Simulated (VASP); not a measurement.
# BaTiO3 (R3m) in VASP: single point with PBEsol+U

Aim: the single point of BaTiO3 with PBEsol+U.

All numbers are computed with VASP 6.6.1; they aren't measurements. Logs are shortened: lines on timing, memory, paths and dates and some standing lists are left out, and cuts for length are marked.

### 1 The cell of the first run

The structure is trigonal, space group R3m (No. 160). Conventional cell: a = 5.631 Å, b = 5.631 Å, c = 6.899 Å, α = 90.00°, β = 90.00°, γ = 120.00°. Ba (site symmetry 3m) has 12 O at 2.79 to 2.84 Å and 8 Ti at 3.42 to 3.47 Å within 3.7 Å. Ti (site symmetry 3m) has 6 O at 1.95 to 2.03 Å within 2.6 Å. Within 2.6 Å of O (site symmetry m) lie 2 Ti at 1.95 to 2.03 Å.

### 2 Single point, PBEsol+U

Contents of INCAR:

```
PREC = Accurate
ENCUT = 1340
EDIFF = 1E-6
ISMEAR = -1
SIGMA = 0.05
LREAL = False
LASPH = True
NELM = 200
ALGO = Normal
ISIF = 2
LWAVE = False
LCHARG = True
LMAXMIX = 4
LDAU = True
LDAUTYPE = 2
LDAUL = -1 2 -1
LDAUU = 0 4 0
LDAUJ = 0 0 0
LDAUPRINT = 1
GGA = PS
LELF = True
LVHAR = True
NBANDS = 28
GGA_COMPAT = False
```

Contents of KPOINTS:

```
Automatic mesh
0
Gamma
  7 7 7
```

Contents of POSCAR:

```
BaTiO3
1.0
    2.8154084063      1.6254768012      2.2996824246
   -2.8154084063      1.6254768012      2.2996824246
    0.0000000000     -3.2509536025      2.2996824246
Ba Ti O
1 1 3
Direct
    0.0016774861      0.0016774861      0.0016774861
    0.4980870537      0.4980870537      0.4980870537
    0.5057718524      0.0078917554      0.5057718524
    0.0078917554      0.5057718524      0.5057718524
    0.5057718524      0.5057718524      0.0078917554
```

Potentials or basis: VASP PAW PBE potentials, release 64 (Ba_sv, Ti_sv, O_h).

On the command line:

```
$ cat potpaw_PBE.64/Ba_sv/POTCAR potpaw_PBE.64/Ti_sv/POTCAR potpaw_PBE.64/O_h/POTCAR > POTCAR
$ mpirun -np 1 vasp_std > vasp.out
```

OUTCAR:

```text
PREC = Accurate
   ENCUT = 1340
   EDIFF = 1E-6
   ISMEAR = -1
   LREAL = False
   LASPH = True
   NELM = 200
   ISIF = 2
   GGA = PS

 ion  position               nearest neighbor table
   1  0.002  0.002  0.002-   5 2.79   4 2.79   3 2.79   4 2.82   3 2.82   4 2.82   3 2.82   5 2.82
                             5 2.82   5 2.84   4 2.84   3 2.84   2 3.42   2 3.44   2 3.44   2 3.44
   2  0.498  0.498  0.498-   3 1.95   4 1.95   5 1.95   3 2.03   4 2.03   5 2.03   1 3.42   1 3.44
                             1 3.44   1 3.44   1 3.46   1 3.46   1 3.46   1 3.47
   3  0.506  0.008  0.506-   2 1.95   2 2.03   1 2.79   1 2.82   1 2.82   1 2.84
   4  0.008  0.506  0.506-   2 1.95   2 2.03   1 2.79   1 2.82   1 2.82   1 2.84
   5  0.506  0.506  0.008-   2 1.95   2 2.03   1 2.79   1 2.82   1 2.82   1 2.84

  LATTYP: Found a trigonal (rhomboedric) cell.
 ALAT       =     3.9821148376
 COS(alpha) =     0.0002642068

  Lattice vectors:

 A1 = (   2.8154084063,   1.6254768012,   2.2996824246)
 A2 = (  -2.8154084063,   1.6254768012,   2.2996824246)
 A3 = (   0.0000000000,  -3.2509536025,   2.2996824246)

Analysis of symmetry for initial positions (statically):
=====================================================================
 Subroutine PRICEL returns:
 Original cell was already a primitive cell.

 Routine SETGRP: Setting up the symmetry group for a
 trigonal (rhombohedral) supercell.

 Subroutine GETGRP returns: Found  6 space group operations
 (whereof  6 operations were pure point group operations)
 out of a pool of 12 trial point group operations.

The static configuration has the point symmetry C_3v.

Analysis of symmetry for dynamics (positions and initial velocities):
=====================================================================
 Subroutine PRICEL returns:
 Original cell was already a primitive cell.

 Routine SETGRP: Setting up the symmetry group for a
 trigonal (rhombohedral) supercell.

 Subroutine GETGRP returns: Found  6 space group operations
 (whereof  6 operations were pure point group operations)
 out of a pool of 12 trial point group operations.

The dynamic configuration has the point symmetry C_3v.

 Subroutine INISYM returns: Found  6 space group operations
 (whereof  6 operations are pure point group operations),
 and found     1 'primitive' translations

----------------------------------------------------------------------------------------

                                     Primitive cell

  volume of cell :      63.1453

  direct lattice vectors                    reciprocal lattice vectors
     2.815408406  1.625476801  2.299682425     0.177594128  0.102534017  0.144947550
    -2.815408406  1.625476801  2.299682425    -0.177594128  0.102534017  0.144947550
     0.000000000 -3.250953603  2.299682425     0.000000000 -0.205068035  0.144947550

  length of vectors
     3.982114838  3.982114838  3.982114838     0.251122861  0.251122861  0.251122861

  position of ions in fractional coordinates (direct lattice)
     0.001677486  0.001677486  0.001677486
     0.498087054  0.498087054  0.498087054
     0.505771852  0.007891755  0.505771852
     0.007891755  0.505771852  0.505771852
     0.505771852  0.505771852  0.007891755

  ion indices of the primitive-cell ions
   primitive index   ion index
                 1           1
                 2           2
                 3           3
                 4           4
                 5           5

----------------------------------------------------------------------------------------

 KPOINTS: Automatic mesh

Automatic generation of k-mesh.
 Grid dimensions read from file:
 generate k-points for:    7    7    7

 Generating k-lattice:

  Cartesian coordinates                     Fractional coordinates (reciprocal lattice)
     0.025370590  0.014647717  0.020706793     0.142857143  0.000000000 -0.000000000
    -0.025370590  0.014647717  0.020706793     0.000000000  0.142857143 -0.000000000
     0.000000000 -0.029295434  0.020706793    -0.000000000 -0.000000000  0.142857143

  Length of vectors
     0.035874694  0.035874694  0.035874694

  Shift w.r.t. Gamma in fractional coordinates (k-lattice)
     0.000000000  0.000000000  0.000000000

 Subroutine IBZKPT returns following result:
 ===========================================

 Found     44 irreducible k-points:

 Following reciprocal coordinates:
            Coordinates               Weight
  0.000000  0.000000  0.000000      1.000000
  0.142857  0.000000  0.000000      6.000000
  0.285714 -0.000000  0.000000      6.000000
  0.428571  0.000000  0.000000      6.000000
  0.142857  0.142857  0.000000      6.000000
  0.285714  0.142857  0.000000     12.000000
[... 16 lines left out ...]
  0.285714  0.285714  0.142857      6.000000
  0.428571  0.285714  0.142857     12.000000
 [... further k-points ...]
   k-points           NKPTS =     44   k-points in BZ     NKDIM =     44   number of bands    NBANDS=     28
   number of dos      NEDOS =    301   number of ions     NIONS =      5
   total plane-waves  NPLWV = 110592
   dimension x,y,z NGX =    48 NGY =   48 NGZ =   48
   dimension x,y,z NGXF=    96 NGYF=   96 NGZF=   96
   ions per type =               1   1   3
   NGX,Y,Z   is equivalent  to a cutoff of  20.04, 20.04, 20.04 a.u.
   NGXF,Y,Z  is equivalent  to a cutoff of  40.08, 40.08, 40.08 a.u.
 SYSTEM =  unknown system
   PREC   = accura    normal or accurate (medium, high low for compatibility)
   ISTART =      0    job   : 0-new  1-cont  2-samecut
   ICHARG =      2    charge: 1-file 2-atom 10-const
   ISPIN  =      1    spin polarized calculation?
   LNONCOLLINEAR =      F non collinear calculations
   LSORBIT =      F    spin-orbit coupling
   LASPH  =      T    aspherical Exc in radial PAW
   ENCUT  = 1340.0 eV  98.49 Ry    9.92 a.u.  11.89 11.89 11.89*2*pi/ulx,y,z
   NELM   =    200;   NELMIN=  2; NELMDL= -5     # of ELM steps
   EDIFF  = 0.1E-05   stopping-criterion for ELM
   LREAL  =      F    real-space projection
   EDIFFG = 0.1E-04   stopping-criterion for IOM
   NSW    =      0    number of steps for IOM
   IBRION =     -1    ionic relax: 0-MD 1-quasi-New 2-CG
   NFREE  =      0    steps in history (QN), initial steepest desc. (CG)
   ISIF   =      2    stress and relaxation
   ISYM   =      2    0-nonsym 1-usesym 2-fastsym
   POTIM  = 0.5000    time-step for ionic-motion
   TEBEG  =    0.0;   TEEND  =   0.0 temperature during run
   PSTRESS=    0.0 pullay stress
   NELECT =      40.0000    total number of electrons
   NUPDOWN=      -1.0000    fix difference up-down
   EMIN   =  10.00;   EMAX   =-10.00  energy-range for DOS
   EFERMI =   0.00;   METHOD = LEGACY
   ISMEAR =    -1;   SIGMA  =   0.05  broadening in eV -4-tet -1-fermi 0-gaus
   EFERMI_NEDOS =   21; number of points for ismear=-14 and -15
   IALGO  =     38    algorithm
   IMIX   =      4    mixing-type and parameters
     AMIX     =   0.40;   BMIX     =  1.00
     AMIX_MAG =   1.60;   BMIX_MAG =  1.00
  volume/ion in A,a.u.               =      12.63        85.23
  Fermi-wavevector in a.u.,A,eV,Ry     =   1.405986  2.656929 26.895959  1.976797
  Thomas-Fermi vector in A             =   2.528392
   LORBIT       =      0    0 simple, 1 ext, 2 COOP (PROOUT), +10 PAW based schemes
 LDA+U is selected, type is set to LDAUTYPE =  2
   angular momentum for each species LDAUL =    -1    2   -1
   U (eV)           for each species LDAUU =   0.0  4.0  0.0
   J (eV)           for each species LDAUJ =   0.0  0.0  0.0
   GGA     = PS    functional components
   LHFCALC =     F    Hartree Fock is set to
   AEXX    =    0.0000 exact exchange contribution
   IVDW    =     0    specifies the selected vdW correction
   LEPSILON=     F    determine dielectric tensor
   LRPA    =     F    only Hartree local field effects (RPA)
 non-spin polarized calculation
  energy-cutoff  :     1340.00
  volume of cell :       63.15
 maximum number of plane-waves:      7075
   NGX = 23   NGY = 23   NGZ = 23

atom =   2  type =  2  l = 2

 onsite density matrix

spin component  1

  0.1527 -0.0000  0.0000  0.0641 -0.0000
 -0.0000  0.1963 -0.0000 -0.0000  0.0641
  0.0000 -0.0000  0.1066  0.0000 -0.0000
  0.0641 -0.0000  0.0000  0.1963  0.0000
 -0.0000  0.0641 -0.0000  0.0000  0.1527

spin component  2

  0.1527 -0.0000  0.0000  0.0641 -0.0000
 -0.0000  0.1963 -0.0000 -0.0000  0.0641
  0.0000 -0.0000  0.1066  0.0000 -0.0000
  0.0641 -0.0000  0.0000  0.1963  0.0000
 -0.0000  0.0641 -0.0000  0.0000  0.1527

 occupancies and eigenvectors

  o =  0.1066  v =  0.0000 -0.0000  1.0000  0.0000  0.0000  0.0000  0.0000  0.0000  0.0000  0.0000      0.0000  0.0000  0.0000  0.0000  0.0000  0.0000  0.0000  0.0000  0.0000  0.0000
  o =  0.1066  v =  0.0000  0.0000  0.0000  0.0000  0.0000  0.0000 -0.0000  1.0000  0.0000  0.0000      0.0000  0.0000  0.0000  0.0000  0.0000  0.0000  0.0000  0.0000  0.0000  0.0000
  o =  0.1068  v =  0.0000 -0.5824 -0.0000  0.0000  0.8129  0.0000  0.0000  0.0000  0.0000  0.0000      0.0000  0.0000  0.0000  0.0000  0.0000  0.0000  0.0000  0.0000  0.0000  0.0000
  o =  0.1068  v =  0.0000  0.0000  0.0000  0.0000  0.0000  0.0000 -0.5824 -0.0000  0.0000  0.8129      0.0000  0.0000  0.0000  0.0000  0.0000  0.0000  0.0000  0.0000  0.0000  0.0000
  o =  0.1068  v =  0.0000  0.0000  0.0000  0.0000  0.0000 -0.8129  0.0000  0.0000  0.5824 -0.0000      0.0000  0.0000  0.0000  0.0000  0.0000  0.0000  0.0000  0.0000  0.0000  0.0000
  o =  0.1068  v = -0.8129  0.0000  0.0000  0.5824 -0.0000  0.0000  0.0000  0.0000  0.0000  0.0000      0.0000  0.0000  0.0000  0.0000  0.0000  0.0000  0.0000  0.0000  0.0000  0.0000
  o =  0.2422  v =  0.0000  0.0000  0.0000  0.0000  0.0000  0.5824  0.0000  0.0000  0.8129 -0.0000      0.0000  0.0000  0.0000  0.0000  0.0000  0.0000  0.0000  0.0000  0.0000  0.0000
  o =  0.2422  v =  0.5824  0.0000  0.0000  0.8129 -0.0000  0.0000  0.0000  0.0000  0.0000  0.0000      0.0000  0.0000  0.0000  0.0000  0.0000  0.0000  0.0000  0.0000  0.0000  0.0000
  o =  0.2422  v =  0.0000 -0.8129  0.0000  0.0000 -0.5824  0.0000  0.0000  0.0000  0.0000  0.0000      0.0000  0.0000  0.0000  0.0000  0.0000  0.0000  0.0000  0.0000  0.0000  0.0000
  o =  0.2422  v =  0.0000  0.0000  0.0000  0.0000  0.0000  0.0000 -0.8129  0.0000  0.0000 -0.5824      0.0000  0.0000  0.0000  0.0000  0.0000  0.0000  0.0000  0.0000  0.0000  0.0000

 number of electron      39.9999998 magnetization

 Free energy of the ion-electron system (eV)
  ---------------------------------------------------
  ext. energy  EPLUGINS =         0.00000000
  ---------------------------------------------------
  free energy    TOTEN  =       -39.28827105 eV

  energy without entropy =      -39.28827105  energy(sigma->0) =      -39.28827105

 E-fermi :   5.4217     XC(G=0): -11.6074

 val. band max:        4.2396917094   @ k =   0.4286   0.4286   0.4286
 cond. band min:       6.5663723057   @ k =   0.0000   0.0000   0.0000
 fundamental gap:      2.3266805963
 Fermi energy:         5.4217107906

 k-point     1 :       0.0000    0.0000    0.0000
  band No.  band energies     occupation
      1     -53.0420      2.00000
      2     -29.3295      2.00000
      3     -29.3289      2.00000
      4     -29.3289      2.00000
      5     -20.4213      2.00000
      6     -12.5980      2.00000
[... 20 lines left out ...]
     27       9.2145      0.00000
     28      11.5876      0.00000

 k-point     2 :       0.1429    0.0000    0.0000
  band No.  band energies     occupation
      1     -53.0418      2.00000
      2     -29.3386      2.00000
      3     -29.3289      2.00000
      4     -29.3285      2.00000
      5     -20.3966      2.00000
      6     -12.6138      2.00000
[... 20 lines left out ...]
     27       9.6275      0.00000
     28      12.0888      0.00000

 k-point     3 :       0.2857   -0.0000    0.0000
  band No.  band energies     occupation
      1     -53.0413      2.00000
      2     -29.3596      2.00000
      3     -29.3281      2.00000
      4     -29.3277      2.00000
      5     -20.3401      2.00000
      6     -12.7142      2.00000
[... 616 lines left out ...]
      3     -29.3569      2.00000
      4     -29.3358      2.00000
      5     -20.2598      2.00000
      6     -12.4599      2.00000
[... 20 lines left out ...]
     27      12.0630      0.00000
     28      12.6508      0.00000

 k-point    24 :       0.4286    0.2857    0.1429
  band No.  band energies     occupation
      1     -53.0402      2.00000
      2     -29.3739      2.00000
      3     -29.3565      2.00000
      4     -29.3351      2.00000
      5     -20.2251      2.00000
      6     -12.4120      2.00000
[... 20 lines left out ...]
     27      12.6480      0.00000
     28      12.8019      0.00000

 [... further k-points ...]

------------------------ aborting loop because EDIFF is reached ----------------------------------------

  FORCE on cell =-STRESS in cart. coord.  units (eV):
  Direction    XX          YY          ZZ          XY          YZ          ZX
  --------------------------------------------------------------------------------------
  -------------------------------------------------------------------------------------
  Total        1.5225883      1.5225883      1.5050036      0.0000000     -0.0000000      0.0000000
  in kB       38.6324088     38.6324088     38.1862326      0.0000000     -0.0000000      0.0000000
  external PRESSURE =      38.4836834 kB  Pullay stress =       0.0000000 kB

 VOLUME and BASIS-vectors are now :
 -----------------------------------------------------------------------------
  energy-cutoff  :     1340.00
  volume of cell :       63.15
      direct lattice vectors                 reciprocal lattice vectors
     2.815408406  1.625476801  2.299682425     0.177594128  0.102534017  0.144947550
    -2.815408406  1.625476801  2.299682425    -0.177594128  0.102534017  0.144947550
     0.000000000 -3.250953603  2.299682425     0.000000000 -0.205068035  0.144947550

 POSITION                                       TOTAL-FORCE (eV/Angst)
 -----------------------------------------------------------------------------------
      0.00000     -0.00000      0.01157         0.000000     -0.000000      0.016737
      0.00000     -0.00000      3.43633         0.000000     -0.000000      0.212526
      1.40174     -0.80929      2.34438         0.087422     -0.050473     -0.076421
     -1.40174     -0.80929      2.34438        -0.087422     -0.050473     -0.076421
      0.00000      1.61859      2.34438         0.000000      0.100946     -0.076421
 -----------------------------------------------------------------------------------
    total drift:                               -0.000000     -0.000000      0.001073

  FREE ENERGIE OF THE ION-ELECTRON SYSTEM (eV)
  ---------------------------------------------------
  free  energy   TOTEN  =       -39.2882710453 eV

  energy  without entropy=      -39.2882710453  energy(sigma->0) =      -39.28827105
```

It took 3.5 min on 1 thread of Intel Xeon Platinum 8488C (Sapphire Rapids), shared host; peak memory 0.55 GiB.

Results:

| Item | Value |
| --- | --- |
| Free energy | -39.2883 eV |
| Pressure | 3.8 GPa |
| Largest force | 0.213 eV/Å |
| Band gap on the k mesh | 2.33 eV (least direct gap 2.46 eV) |

Forces in eV/Å, atoms in the order of the input:
```
Ba   0.000  0.000  0.017
Ti   0.000  0.000  0.213
O    0.087 -0.050 -0.076
O   -0.087 -0.050 -0.076
O    0.000  0.101 -0.076
```

Levels at points of the mesh, in eV from the valence-band top:
```csv
k point,band 17,band 18,band 19,band 20,band 21,band 22,band 23,band 24
"(0.00, 0.00, 0.00)",-1.08,-0.14,-0.13,-0.13,2.33,2.33,2.34,4.20
```

Eigenvalues of the final occupation matrices:
```tsv
site	spin	trace	eigenvalues
site 2 d	1	0.80	0.11 0.11 0.11 0.24 0.24
site 2 d	2	0.80	0.11 0.11 0.11 0.24 0.24
```

Caveat: the cell stands under pressure; the PAW data sets were made with another functional, which shifts forces and pressure a little; spin-orbit coupling is left out, which moves the levels of the heavy elements.
